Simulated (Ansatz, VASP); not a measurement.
# Sn: VASP beside Ansatz

INCAR

```
ALGO = Normal
EDIFF = 1E-6
ENCUT = 520
GGA = PE
GGA_COMPAT = False
ISIF = 2
ISMEAR = -1
KPAR = 4
LASPH = True
LCHARG = False
LORBIT = 11
LORBMOM = True
LREAL = False
LSORBIT = True
LWAVE = False
MAGMOM = 0 0 0 0 0 0
NBANDS = 40
NELM = 150
PREC = Accurate
SIGMA = 0.05
```

The input KPOINTS:

```
k-points
0
Gamma
  12 12 12
```

Contents of POSCAR:

```
Sn
1.0
   -2.9401404553      2.9401404553      1.5993019889
    2.9401404553     -2.9401404553      1.5993019889
    2.9401404553      2.9401404553     -1.5993019889
Sn
2
Direct
    0.7500000000      0.2500000000      0.5000000000
    0.0000000000      0.0000000000      0.0000000000
```

Input for Ansatz:

```yaml
crystal:
  lattice:
    - [-2.9401404553, 2.9401404553, 1.5993019889]
    - [2.9401404553, -2.9401404553, 1.5993019889]
    - [2.9401404553, 2.9401404553, -1.5993019889]
  atoms:
    - { symbol: Sn, position: [0.75, 0.25, 0.5] }
    - { symbol: Sn, position: [0.0, 0.0, 0.0] }
kpoints:
  mp_grid: { grid: [12, 12, 12] }
  band_path:
    path:
      - [0.0, 0.0, 0.0]
      - [0.0, 0.0, 0.5]
      - [-0.5, 0.5, 0.5]
      - [0.0, 0.0, 0.0]
      - [0.3239715651, 0.3239715651, -0.3239715651]
      - [-0.3239715651, 0.6760284349, 0.3239715651]
      - [-0.5, 0.5, 0.5]
      - [0.0, 0.0, 0.5]
      - [0.25, 0.25, 0.25]
    npoints: 5
scf:
  occupations: { method: fermi_dirac, width: 0.05 }
hamiltonian:
  xc: pbe
  pseudopotentials: { kind: all_electron, lapw: { basis_error: 0.00025 } }
output:
  forces: true
  stress: true
  eigenvalues: true
magnetization:
  noncollinear: true
  spin_orbit: true
```

Alike in both runs: task single point; functional PBE; k mesh 12 × 12 × 12; occupations fermi-dirac, width 0.05 eV; non-collinear spin, spin-orbit coupling.

```csv
,VASP,Ansatz
version,VASP 6.6.1,Ansatz 0.2.0
potentials or method,"VASP PAW PBE potentials, release 64 (Sn_d), cutoff 520 eV",all-electron LAPW
```

VASP gave:

```
pressure (GPa)                                                : 1.3
traceless stress, the component that is largest in VASP (GPa) : -0.11
```

Question: Which values does Ansatz return?

Answer: Pressure (GPa): 1.3; traceless stress, the component that is largest in VASP (GPa): -0.12.

Ansatz ran all-electron here, and VASP with PAW potentials.
